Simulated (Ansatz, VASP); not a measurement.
TaN: VASP beside Ansatz

The input INCAR:

```
PREC     = Accurate       # precision mode
ENCUT    = 520            # plane-wave cutoff, eV
EDIFF    = 1E-6           # SCF threshold, eV
ISMEAR   = -1             # smearing method
SIGMA    = 0.1            # smearing width, eV
LREAL    = F              # projectors in reciprocal space
LASPH    = T              # aspherical terms in the spheres
NELM     = 100            # most SCF steps
ALGO     = Normal         # electronic algorithm
ISIF     = 2              # what is computed and relaxed
LWAVE    = F              # write WAVECAR
LCHARG   = T              # write CHGCAR
LELF     = T              # ELF
LVHAR    = T            
NBANDS   = 33             # bands
```

Contents of KPOINTS:

```
Automatic mesh
0
Gamma
  5 5 8
```

File POSCAR:

```
TaN
1.0
    5.1910000000      0.0000000000      0.0000000000
   -2.5955000000      4.4955378700      0.0000000000
    0.0000000000      0.0000000000      2.9080000000
Ta N
3 3
Direct
    0.0000000000      0.0000000000      0.0000000000
    0.3333333333      0.6666666667      0.5000000000
    0.6666666667      0.3333333333      0.5000000000
    0.5000000000      0.0000000000      0.0000000000
    0.5000000000      0.5000000000      0.0000000000
    0.0000000000      0.5000000000      0.0000000000
```

Input for Ansatz:

```yaml
crystal:
  lattice:
    - [5.191, 0.0, 0.0]
    - [-2.5955, 4.49553787, 0.0]
    - [0.0, 0.0, 2.908]
  atoms:
    - { symbol: Ta, position: [0.0, 0.0, 0.0] }
    - { symbol: Ta, position: [0.3333333333333333, 0.6666666666666666, 0.5] }
    - { symbol: Ta, position: [0.6666666666666666, 0.3333333333333333, 0.5] }
    - { symbol: "N", position: [0.5, 0.0, 0.0] }
    - { symbol: "N", position: [0.5, 0.5, 0.0] }
    - { symbol: "N", position: [0.0, 0.5, 0.0] }
basis:
  ecutwfc: 450.0
kpoints:
  mp_grid:
    grid: [5, 5, 8]
hamiltonian:
  xc: lda
scf:
  occupations:
    method: fermi_dirac
    width: 0.1
output:
  forces: true
  stress: true
```

Alike in both runs: task single point; functional LDA; k mesh 5 × 5 × 8; occupations fermi-dirac, width 0.1 eV; no spin polarisation.

|  | VASP | Ansatz |
| --- | --- | --- |
| version | VASP 6.6.1 | Ansatz 0.2.0 |
| potentials or method | VASP PAW LDA potentials, release 64 (Ta_pv, N), cutoff 520 eV | plane waves, PAW |
| valence electrons in the cell | 48 | 54 |

```csv
,VASP,Ansatz,Ansatz less VASP
pressure (GPa),-3.6,-5.4,-1.71
"traceless stress, the component that is largest in VASP (GPa)",-1.43,-1.86,-0.427
```

LDA's correlation is that of Perdew and Zunger in VASP and of Perdew and Wang (1992) in Ansatz. VASP's potentials hold 48 valence electrons a cell and Ansatz's 54, so a difference there can come from the potentials and not from the codes.

Neither program's run includes spin-orbit coupling.
